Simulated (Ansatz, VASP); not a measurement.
# One calculation of Sr, two programs

INCAR

```
SYSTEM = Sr
  ALGO = Normal
  EDIFF = 1E-6
  ENCUT = 520
  GGA = CA
  ISIF = 2
  ISMEAR = -1
  LASPH = .True.
  LCHARG = .False.
  LREAL = .False.
  LWAVE = .False.
  NBANDS = 17
  NELM = 100
  PREC = Accurate
  SIGMA = 0.1
```

KPOINTS

```
k-points
0
Gamma
  10 10 6
  0 0 0
```

Contents of POSCAR:

```
Sr
1.0
    4.0478941033      0.0000000000      0.0000000000
   -2.0239470516      3.5055791253      0.0000000000
    0.0000000000      0.0000000000      6.6300671340
Sr
2
Direct
    0.3333333333      0.6666666667      0.2500000000
    0.6666666667      0.3333333333      0.7500000000
```

Input for Ansatz:

```yaml
crystal:
  lattice:
    - [4.0478941033, 0.0, 0.0]
    - [-2.0239470516, 3.5055791253, 0.0]
    - [0.0, 0.0, 6.630067134]
  atoms:
    - { symbol: Sr, position: [0.3333333333, 0.6666666667, 0.25] }
    - { symbol: Sr, position: [0.6666666667, 0.3333333333, 0.75] }
hamiltonian:
  xc: lda
  pseudopotentials:
    kind: paw
    azcp:
      Sr: "pseudopotentials/Sr.paw.azcp"
basis:
  ecutwfc: 420
  fft_grid_basis: typed
kpoints:
  mp_grid: { grid: [10, 10, 6], shift: [0, 0, 0] }
magnetization:
  spin_polarized: false
scf:
  occupations: { method: fermi_dirac, width: 0.1 }
  lower_state_search: "off"
output:
  stress: true
```

Alike in both runs: task single point; functional LDA; k mesh 10 × 10 × 6; occupations fermi-dirac, width 0.1 eV; no spin polarisation.

|  | VASP | Ansatz |
| --- | --- | --- |
| version | VASP 6.6.1 | Ansatz 0.2.0 |
| potentials or method | VASP PAW LDA potentials, release 64 (Sr_sv), cutoff 520 eV | plane waves (420 eV) with PAW, scalar-relativistic |
| valence electrons in the cell | 20 | 20 |

VASP gave:

```
pressure (GPa)                                                : 0.5
traceless stress, the component that is largest in VASP (GPa) : 0.07
```

Q: What did Ansatz give for the same quantities?

A: Pressure (GPa): 0.5; traceless stress, the component that is largest in VASP (GPa): 0.06.

Ansatz warns that its potentials were made for another functional, while VASP's fit it. LDA's correlation is that of Perdew and Zunger in VASP and of Perdew and Wang (1992) in Ansatz.
